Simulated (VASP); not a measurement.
H3CCl: relaxation of the atoms with PBE+D3(BJ)

H3CCl:

```
C Cl H
1.0
     8.20313    0.00000    0.00000
     0.00000    8.20313    0.00000
     0.00000    0.00000    8.20313
C Cl H
6 6 18
Cartesian
  1.9003 3.5874 2.8819
  2.4202 7.0515 7.2774
  3.7030 7.5349 2.2678
  6.2413 3.3974 4.4047
  6.5088 7.3461 1.2605
  3.7811 2.2705 6.7795
  1.8320 3.4305 4.6510
  4.1747 7.2641 7.0893
  4.9362 7.5328 3.5477
  6.3779 3.6508 6.1586
  6.0848 9.0561 1.0258
  3.2811 2.8511 8.3832
  2.5004 4.4588 2.6278
  2.3522 2.6896 2.4652
  0.8888 3.7073 2.4990
  2.2319 6.4258 8.1475
  1.9591 8.0276 7.4139
  2.0246 6.5745 6.3830
  3.6972 8.5100 1.7849
  3.9462 6.7614 1.5421
  2.7310 7.3345 2.7139
  6.2361 4.3654 3.9077
  7.0918 2.8093 4.0658
  5.3147 2.8666 4.1960
  7.0178 7.2366 2.2160
  5.5969 6.7524 1.2543
  7.1641 7.0307 0.4512
  4.8153 1.9362 6.8320
  3.1369 1.4439 6.4868
  3.6891 3.0856 6.0646
```

```yaml
Program: VASP 6.6.1
Task: relaxation of the atoms
Functional: PBE
Dispersion: D3(BJ)
Potentials_or_basis: VASP PAW PBE potentials, release 64 (C, Cl, H)
Cutoff: 520 eV
k_mesh: 1 × 1 × 1
Occupations: fermi-dirac, width 0.05 eV
Spin: no spin polarisation
Dipole_correction: no
Further_INCAR_settings: LREAL = Auto; ALGO = Normal; EDIFF = 1e-06; IBRION = 2; EDIFFG = -0.3; NSW = 35
```

| Property | Result |
| --- | --- |
| Energy gained by relaxing | 29.1 meV/atom |
| Ionic steps | 17 |
| Pressure after relaxing | 0.1 GPa |
| Largest force after relaxing | 0.267 eV/Å |
| Dispersion energy per atom | -0.044 eV |

Forces on the atoms (eV/Å):
```
C   -0.005  0.027 -0.038
C   -0.007 -0.049  0.023
C    0.064 -0.256  0.042
C    0.041  0.035  0.016
C    0.172  0.065 -0.155
C   -0.014 -0.096 -0.045
Cl  -0.005  0.076 -0.095
Cl  -0.142 -0.089  0.161
Cl  -0.145 -0.024 -0.047
Cl  -0.062  0.010 -0.136
Cl   0.041 -0.069  0.038
Cl   0.048  0.005 -0.085
H    0.028  0.054  0.038
H   -0.030 -0.030  0.112
H   -0.041 -0.007 -0.001
H   -0.099 -0.060 -0.027
H    0.053  0.024  0.000
H    0.091 -0.026 -0.026
H    0.004  0.152 -0.107
H   -0.159  0.099  0.024
H    0.086  0.018 -0.045
H   -0.002 -0.004  0.028
H    0.006  0.034  0.057
H   -0.040 -0.009  0.063
H   -0.016 -0.046  0.137
H    0.091  0.067  0.016
H   -0.012  0.007 -0.004
H    0.009  0.043  0.039
H   -0.034 -0.015  0.013
H    0.078  0.065  0.004
```

Stress tensor (GPa, compression positive):
```
 0.20  0.04 -0.07
 0.04 -0.22 -0.20
-0.07 -0.20  0.19
```

The path:
| step | energy change (eV) | largest force (eV/Å) | pressure (GPa) |
| --- | --- | --- | --- |
| 1 | 0.0000 | 1.3210 | 1.31 |
| 2 | -0.1569 | 0.9602 | 0.77 |
| 3 | -0.1763 | 1.3670 | 0.52 |
| 4 | -0.2476 | 0.9087 | 0.40 |
| 5 | -0.3660 | 0.6369 | 0.05 |
| 6 | -0.3756 | 1.0763 | -0.07 |
| 7 | -0.4372 | 0.6165 | 0.05 |
| 8 | -0.4912 | 0.6586 | 0.32 |
| 9 | -0.5524 | 0.6455 | 0.49 |
| 10 | -0.6125 | 1.0736 | 0.90 |
| 11 | -0.6585 | 0.7090 | 0.88 |
| 12 | -0.7148 | 0.9336 | 0.84 |
| 13 | -0.7743 | 0.7608 | 0.60 |
| 14 | -0.8392 | 0.8484 | -0.03 |
| 15 | -0.8606 | 0.4104 | -0.04 |
| 16 | -0.8607 | 0.3095 | -0.04 |
| 17 | -0.8743 | 0.2673 | 0.06 |

Final structure:
```yaml
crystal:
  lattice:
    - [8.20313, 0.00000, 0.00000]
    - [0.00000, 8.20313, 0.00000]
    - [0.00000, 0.00000, 8.20313]
  atoms:
    - { symbol: C, position: [0.22425, 0.44164, 0.34936] }
    - { symbol: C, position: [0.29003, 0.85168, 0.88354] }
    - { symbol: C, position: [0.42763, 0.91845, 0.29405] }
    - { symbol: C, position: [0.76777, 0.41917, 0.53544] }
    - { symbol: C, position: [0.82409, 0.89660, 0.13820] }
    - { symbol: C, position: [0.45995, 0.27262, 0.82825] }
    - { symbol: Cl, position: [0.19371, 0.43582, 0.56420] }
    - { symbol: Cl, position: [0.50707, 0.85524, 0.86511] }
    - { symbol: Cl, position: [0.54145, 0.91292, 0.47974] }
    - { symbol: Cl, position: [0.81504, 0.47321, 0.74165] }
    - { symbol: Cl, position: [0.78615, 0.10996, 0.11362] }
    - { symbol: Cl, position: [0.39730, 0.35119, 0.02133] }
    - { symbol: H, position: [0.30247, 0.54524, 0.31936] }
    - { symbol: H, position: [0.28256, 0.32869, 0.30934] }
    - { symbol: H, position: [0.10599, 0.45460, 0.28919] }
    - { symbol: H, position: [0.26123, 0.77709, 0.99005] }
    - { symbol: H, position: [0.24487, 0.97606, 0.90115] }
    - { symbol: H, position: [0.23686, 0.79786, 0.77357] }
    - { symbol: H, position: [0.44597, 0.03652, 0.23620] }
    - { symbol: H, position: [0.47471, 0.82141, 0.21454] }
    - { symbol: H, position: [0.29874, 0.89799, 0.32348] }
    - { symbol: H, position: [0.75804, 0.53143, 0.46387] }
    - { symbol: H, position: [0.86524, 0.34138, 0.48809] }
    - { symbol: H, position: [0.65220, 0.35289, 0.53306] }
    - { symbol: H, position: [0.88336, 0.87866, 0.25575] }
    - { symbol: H, position: [0.70842, 0.83063, 0.13073] }
    - { symbol: H, position: [0.90439, 0.85704, 0.03916] }
    - { symbol: H, position: [0.58166, 0.22053, 0.84137] }
    - { symbol: H, position: [0.37327, 0.17887, 0.79095] }
    - { symbol: H, position: [0.45729, 0.37235, 0.74062] }
```

Levels at points of the mesh, in eV from the Fermi level:
```tsv
k point	band 40	band 41	band 42	band 43	band 44	band 45
(0.00, 0.00, 0.00)	-1.40	-1.38	-1.28	3.96	4.51	4.69
```

Run time: 20 min on 1 thread of Intel Xeon 8259CL, on a shared host, peak memory 0.63 GiB.

Caveat: the k points lie up to 0.77 Å⁻¹ apart; the relaxation stopped at a loose force limit of 0.3 eV/Å, so its end isn't a converged minimum.
